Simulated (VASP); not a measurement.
# SrTiO (P-6m2) in VASP: single point with PBE

Aim: the single point of SrTiO with PBE.

Program: VASP 6.6.1. These are calculated values, not measurements. Logs are shortened: lines on timing, memory, paths and dates and some standing lists are left out, and cuts for length are marked.

### Step 1. The cell of the first run

The structure is hexagonal, space group P-6m2 (No. 187). The conventional cell has a = 3.456 Å, b = 3.456 Å, c = 6.261 Å, α = 90.00°, β = 90.00°, γ = 120.00°. Sr (site symmetry -6m2) has 6 Sr at 3.46 Å and 6 Ti at 3.71 Å and 6 O at 3.71 Å within 4.5 Å. Ti (site symmetry -6m2) has 3 O at 2.00 Å within 2.6 Å. O (site symmetry -6m2) has 3 Ti at 2.00 Å within 2.6 Å.

The cell was generated, and may not be a known phase.

### Step 2. Single point, PBE, collinear spin

INCAR

```
SYSTEM = SrTiO
ALGO = Normal
EDIFF = 1E-6
ENCUT = 520
GGA = PE
ISIF = 2
ISMEAR = 0
ISPIN = 2
LASPH = .TRUE.
LCHARG = .TRUE.
LELF = .TRUE.
LMAXMIX = 4
LORBIT = 11
LREAL = .FALSE.
LVHAR = .TRUE.
LWAVE = .FALSE.
MAGMOM = 0.21 1.32 0
NBANDS = 25
NELM = 150
PREC = Accurate
SIGMA = 0.1
```

KPOINTS

```
k-points
0
G
  12 12 10
  0 0 0
```

POSCAR

```
SrTiO
1.0
    3.4559246718      0.0000000025      0.0000000000
   -1.7279623381      2.9929185581      0.0000000000
    0.0000000000      0.0000000000      6.2608785178
Sr Ti O
1 1 1
Direct
    0.0000000000      0.0000000000      0.0000000000
    0.3333333333      0.6666666667      0.5000000000
    0.6666666667      0.3333333333      0.5000000000
```

Potentials or basis: VASP PAW PBE potentials, release 64 (Sr_sv, Ti_sv, O).

On the command line:

```sh
$ cat potpaw_PBE.64/Sr_sv/POTCAR potpaw_PBE.64/Ti_sv/POTCAR potpaw_PBE.64/O/POTCAR > POTCAR
$ mpirun -np 1 vasp_std > vasp.out
```

OUTCAR:

```text
SYSTEM = SrTiO
   EDIFF = 1E-6
   ENCUT = 520
   GGA = PE
   ISIF = 2
   ISMEAR = 0
   ISPIN = 2
   LASPH = .TRUE.
   LORBIT = 11
   LREAL = .FALSE.
   NELM = 150
   PREC = Accurate

 ion  position               nearest neighbor table
   1  0.000  0.000  0.000-   2 3.71   2 3.71   2 3.71   2 3.71   2 3.71   2 3.71
   2  0.333  0.667  0.500-   3 2.00   3 2.00   3 2.00   1 3.71   1 3.71   1 3.71   1 3.71   1 3.71
                             1 3.71
   3  0.667  0.333  0.500-   2 2.00   2 2.00   2 2.00

  LATTYP: Found a hexagonal cell.
 ALAT       =     3.4559246718
 C/A-ratio  =     1.8116362804

  Lattice vectors:

 A1 = (   3.4559246718,   0.0000000025,   0.0000000000)
 A2 = (  -1.7279623381,   2.9929185581,   0.0000000000)
 A3 = (   0.0000000000,   0.0000000000,   6.2608785178)

Analysis of symmetry for initial positions (statically):
=====================================================================
 Subroutine PRICEL returns:
 Original cell was already a primitive cell.

 Routine SETGRP: Setting up the symmetry group for a
 hexagonal supercell.

 Subroutine GETGRP returns: Found 12 space group operations
 (whereof 12 operations were pure point group operations)
 out of a pool of 24 trial point group operations.

The static configuration has the point symmetry D_3h.

Analysis of symmetry for dynamics (positions and initial velocities):
=====================================================================
 Subroutine PRICEL returns:
 Original cell was already a primitive cell.

 Routine SETGRP: Setting up the symmetry group for a
 hexagonal supercell.

 Subroutine GETGRP returns: Found 12 space group operations
 (whereof 12 operations were pure point group operations)
 out of a pool of 24 trial point group operations.

The dynamic configuration has the point symmetry D_3h.

Analysis of structural, dynamic, and magnetic symmetry:
=====================================================================
 Subroutine PRICEL returns:
 Original cell was already a primitive cell.

 Routine SETGRP: Setting up the symmetry group for a
 hexagonal supercell.

 Subroutine GETGRP returns: Found 12 space group operations
 (whereof 12 operations were pure point group operations)
 out of a pool of 24 trial point group operations.

The overall configuration has the point symmetry D_3h.

 Subroutine INISYM returns: Found 12 space group operations
 (whereof 12 operations are pure point group operations),
 and found     1 'primitive' translations

----------------------------------------------------------------------------------------

                                     Primitive cell

  volume of cell :      64.7582

  direct lattice vectors                    reciprocal lattice vectors
     3.455924672  0.000000003  0.000000000     0.289358159  0.167061011  0.000000000
    -1.727962338  2.992918558  0.000000000    -0.000000000  0.334122022  0.000000000
     0.000000000  0.000000000  6.260878518     0.000000000  0.000000000  0.159721994

  length of vectors
     3.455924672  3.455924672  6.260878518     0.334122022  0.334122022  0.159721994

  position of ions in fractional coordinates (direct lattice)
     0.000000000  0.000000000  0.000000000
     0.333333333  0.666666667  0.500000000
     0.666666667  0.333333333  0.500000000

  ion indices of the primitive-cell ions
   primitive index   ion index
                 1           1
                 2           2
                 3           3

----------------------------------------------------------------------------------------

 KPOINTS: k-points

Automatic generation of k-mesh.
 Grid dimensions read from file:
 generate k-points for:   12   12   10

 Generating k-lattice:

  Cartesian coordinates                     Fractional coordinates (reciprocal lattice)
     0.024113180  0.013921751  0.000000000     0.083333333  0.000000000  0.000000000
    -0.000000000  0.027843502  0.000000000    -0.000000000  0.083333333  0.000000000
     0.000000000  0.000000000  0.015972199     0.000000000  0.000000000  0.100000000

  Length of vectors
     0.027843502  0.027843502  0.015972199

  Shift w.r.t. Gamma in fractional coordinates (k-lattice)
     0.000000000  0.000000000  0.000000000

 Subroutine IBZKPT returns following result:
 ===========================================

 Found    114 irreducible k-points:

 Following reciprocal coordinates:
            Coordinates               Weight
  0.000000  0.000000  0.000000      1.000000
  0.083333 -0.000000  0.000000      6.000000
  0.166667 -0.000000  0.000000      6.000000
  0.250000  0.000000  0.000000      6.000000
  0.333333 -0.000000  0.000000      6.000000
  0.416667 -0.000000  0.000000      6.000000
[... 16 lines left out ...]
  0.250000  0.000000  0.100000     12.000000
  0.333333 -0.000000  0.100000     12.000000
 [... further k-points ...]
   k-points           NKPTS =    114   k-points in BZ     NKDIM =    114   number of bands    NBANDS=     25
   number of dos      NEDOS =    301   number of ions     NIONS =      3
   total plane-waves  NPLWV =  37632
   dimension x,y,z NGX =    28 NGY =   28 NGZ =   48
   dimension x,y,z NGXF=    56 NGYF=   56 NGZF=   96
   ions per type =               1   1   1
   NGX,Y,Z   is equivalent  to a cutoff of  13.47, 13.47, 12.75 a.u.
   NGXF,Y,Z  is equivalent  to a cutoff of  26.94, 26.94, 25.49 a.u.
 SYSTEM =  SrTiO
   PREC   = accura    normal or accurate (medium, high low for compatibility)
   ISTART =      0    job   : 0-new  1-cont  2-samecut
   ICHARG =      2    charge: 1-file 2-atom 10-const
   ISPIN  =      2    spin polarized calculation?
   LNONCOLLINEAR =      F non collinear calculations
   LSORBIT =      F    spin-orbit coupling
   LASPH  =      T    aspherical Exc in radial PAW
   ENCUT  =  520.0 eV  38.22 Ry    6.18 a.u.   6.43  6.43 11.64*2*pi/ulx,y,z
   NELM   =    150;   NELMIN=  2; NELMDL= -5     # of ELM steps
   EDIFF  = 0.1E-05   stopping-criterion for ELM
   LREAL  =      F    real-space projection
   EDIFFG = 0.1E-04   stopping-criterion for IOM
   NSW    =      0    number of steps for IOM
   IBRION =     -1    ionic relax: 0-MD 1-quasi-New 2-CG
   NFREE  =      0    steps in history (QN), initial steepest desc. (CG)
   ISIF   =      2    stress and relaxation
   ISYM   =      2    0-nonsym 1-usesym 2-fastsym
   POTIM  = 0.5000    time-step for ionic-motion
   TEBEG  =    0.0;   TEEND  =   0.0 temperature during run
   PSTRESS=    0.0 pullay stress
   NELECT =      28.0000    total number of electrons
   NUPDOWN=      -1.0000    fix difference up-down
   EMIN   =  10.00;   EMAX   =-10.00  energy-range for DOS
   EFERMI =   0.00;   METHOD = LEGACY
   ISMEAR =     0;   SIGMA  =   0.10  broadening in eV -4-tet -1-fermi 0-gaus
   EFERMI_NEDOS =   21; number of points for ismear=-14 and -15
   IALGO  =     38    algorithm
   IMIX   =      4    mixing-type and parameters
     AMIX     =   0.40;   BMIX     =  1.00
     AMIX_MAG =   1.60;   BMIX_MAG =  1.00
  volume/ion in A,a.u.               =      21.59       145.67
  Fermi-wavevector in a.u.,A,eV,Ry     =   1.237930  2.339348 20.850524  1.532470
  Thomas-Fermi vector in A             =   2.372476
   LORBIT       =     11    0 simple, 1 ext, 2 COOP (PROOUT), +10 PAW based schemes
   GGA     = PE    functional components
   LHFCALC =     F    Hartree Fock is set to
   AEXX    =    0.0000 exact exchange contribution
   IVDW    =     0    specifies the selected vdW correction
   LEPSILON=     F    determine dielectric tensor
   LRPA    =     F    only Hartree local field effects (RPA)
 spin polarized calculation
 Gauss-broadening in eV      SIGMA  =   0.10
  energy-cutoff  :      520.00
  volume of cell :       64.76
 maximum number of plane-waves:      1764
 NGX is ok and might be reduce to    28
   NGX = 13   NGY = 13   NGZ = 23

 number of electron      27.9999999 magnetization       0.0006477

 Free energy of the ion-electron system (eV)
  ---------------------------------------------------
  ext. energy  EPLUGINS =         0.00000000
  ---------------------------------------------------
  free energy    TOTEN  =       -17.80805593 eV

  energy without entropy =      -17.79230088  energy(sigma->0) =      -17.80017841

 E-fermi :   4.8584     XC(G=0):  -9.5579

 val. band max:        4.8557979848   @ k =   0.4167  -0.0000   0.1000
 cond. band min:       4.8682129385   @ k =   0.4167   0.0833   0.2000
 fundamental gap:      0.0124149537
 Fermi energy:         4.8583571691

 spin component 1

 k-point     1 :       0.0000    0.0000    0.0000
  band No.  band energies     occupation
      1     -52.9794      1.00000
      2     -31.2326      1.00000
      3     -29.2492      1.00000
      4     -29.2492      1.00000
      5     -29.1379      1.00000
      6     -15.2571      1.00000
[... 17 lines left out ...]
     24      10.7069      0.00000
     25      11.6866      0.00000

 k-point     2 :       0.0833   -0.0000    0.0000
  band No.  band energies     occupation
      1     -52.9785      1.00000
      2     -31.2236      1.00000
      3     -29.2627      1.00000
      4     -29.2517      1.00000
      5     -29.1369      1.00000
      6     -15.2241      1.00000
[... 17 lines left out ...]
     24      10.6324      0.00000
     25      11.7614      0.00000

 k-point     3 :       0.1667   -0.0000    0.0000
  band No.  band energies     occupation
      1     -52.9760      1.00000
      2     -31.1989      1.00000
      3     -29.2992      1.00000
      4     -29.2585      1.00000
      5     -29.1342      1.00000
      6     -15.1345      1.00000
[... 552 lines left out ...]
 k-point    23 :       0.2500    0.0000    0.1000
  band No.  band energies     occupation
      1     -52.9727      1.00000
      2     -31.1649      1.00000
      3     -29.3486      1.00000
      4     -29.2677      1.00000
      5     -29.1304      1.00000
      6     -15.0145      1.00000
[... 17 lines left out ...]
     24      10.2014      0.00000
     25      12.4214      0.00000

 k-point    24 :       0.3333   -0.0000    0.1000
  band No.  band energies     occupation
      1     -52.9694      1.00000
      2     -31.1306      1.00000
      3     -29.3974      1.00000
      4     -29.2769      1.00000
      5     -29.1267      1.00000
      6     -14.8960      1.00000
[... 17 lines left out ...]
     24      10.7241      0.00000
     25      12.6028      0.00000

 [... further k-points ...]

 spin component 2

 k-point     1 :       0.0000    0.0000    0.0000
  band No.  band energies     occupation
      1     -52.9789      1.00000
      2     -31.2326      1.00000
      3     -29.2487      1.00000
      4     -29.2487      1.00000
      5     -29.1375      1.00000
      6     -15.2572      1.00000
[... 17 lines left out ...]
     24      10.7068      0.00000
     25      11.6869      0.00000

 k-point     2 :       0.0833   -0.0000    0.0000
  band No.  band energies     occupation
      1     -52.9780      1.00000
      2     -31.2236      1.00000
      3     -29.2621      1.00000
      4     -29.2511      1.00000
      5     -29.1365      1.00000
      6     -15.2241      1.00000
[... 17 lines left out ...]
     24      10.6324      0.00000
     25      11.7617      0.00000

 k-point     3 :       0.1667   -0.0000    0.0000
  band No.  band energies     occupation
      1     -52.9755      1.00000
      2     -31.1989      1.00000
      3     -29.2987      1.00000
      4     -29.2579      1.00000
      5     -29.1338      1.00000
      6     -15.1346      1.00000
[... 552 lines left out ...]
 k-point    23 :       0.2500    0.0000    0.1000
  band No.  band energies     occupation
      1     -52.9722      1.00000
      2     -31.1650      1.00000
      3     -29.3480      1.00000
      4     -29.2672      1.00000
      5     -29.1300      1.00000
      6     -15.0146      1.00000
[... 17 lines left out ...]
     24      10.2016      0.00000
     25      12.4217      0.00000

 k-point    24 :       0.3333   -0.0000    0.1000
  band No.  band energies     occupation
      1     -52.9689      1.00000
      2     -31.1306      1.00000
      3     -29.3968      1.00000
      4     -29.2764      1.00000
      5     -29.1263      1.00000
      6     -14.8960      1.00000
[... 17 lines left out ...]
     24      10.7241      0.00000
     25      12.6031      0.00000

 [... further k-points ...]

------------------------ aborting loop because EDIFF is reached ----------------------------------------

  FORCE on cell =-STRESS in cart. coord.  units (eV):
  Direction    XX          YY          ZZ          XY          YZ          ZX
  --------------------------------------------------------------------------------------
  -------------------------------------------------------------------------------------
  Total        0.1217558      0.1217558     -0.0078969     -0.0000000      0.0000000      0.0000000
  in kB        3.0123534      3.0123534     -0.1953770     -0.0000000      0.0000000      0.0000000
  external PRESSURE =       1.9431099 kB  Pullay stress =       0.0000000 kB

 VOLUME and BASIS-vectors are now :
 -----------------------------------------------------------------------------
  energy-cutoff  :      520.00
  volume of cell :       64.76
      direct lattice vectors                 reciprocal lattice vectors
     3.455924672  0.000000003  0.000000000     0.289358159  0.167061011  0.000000000
    -1.727962338  2.992918558  0.000000000    -0.000000000  0.334122022  0.000000000
     0.000000000  0.000000000  6.260878518     0.000000000  0.000000000  0.159721994

 POSITION                                       TOTAL-FORCE (eV/Angst)
 -----------------------------------------------------------------------------------
      0.00000      0.00000      0.00000         0.000000     -0.000000      0.000000
     -0.00000      1.99528      3.13044         0.000000     -0.000000      0.000000
      1.72796      0.99764      3.13044        -0.000000      0.000000      0.000000
 -----------------------------------------------------------------------------------
    total drift:                               -0.000000      0.000000     -0.000000

  FREE ENERGIE OF THE ION-ELECTRON SYSTEM (eV)
  ---------------------------------------------------
  free  energy   TOTEN  =       -17.8080559349 eV

  energy  without entropy=      -17.7923008782  energy(sigma->0) =      -17.80017841

 total charge

# of ion       s       p       d       tot
------------------------------------------
    1        2.086   5.700   0.289   8.074
    2        2.193   6.107   1.902  10.203
    3        1.571   3.429   0.000   5.000
--------------------------------------------------
tot          5.850  15.235   2.191  23.276

 magnetization (x)

# of ion       s       p       d       tot
------------------------------------------
    1       -0.000   0.000  -0.000  -0.000
    2        0.000   0.000   0.000   0.000
    3       -0.000  -0.000   0.000  -0.000
--------------------------------------------------
tot          0.000  -0.000   0.000   0.000
```

It took 6.4 min on 1 thread of Intel Xeon Platinum 8488C (Sapphire Rapids), shared host; peak memory 0.44 GiB.

Results:

* Free energy: -17.8081 eV
* Pressure: 0.2 GPa
* Band gap on the k mesh: zero (filled and empty bands overlap)
* Net moment: 0.00 μB per cell
* Valence electrons inside the program's atomic spheres: Sr 8.07; Ti 10.20; O 5.00

Stress tensor (GPa, compression positive):
```
 0.30  0.00  0.00
 0.00  0.30  0.00
 0.00  0.00 -0.02
```
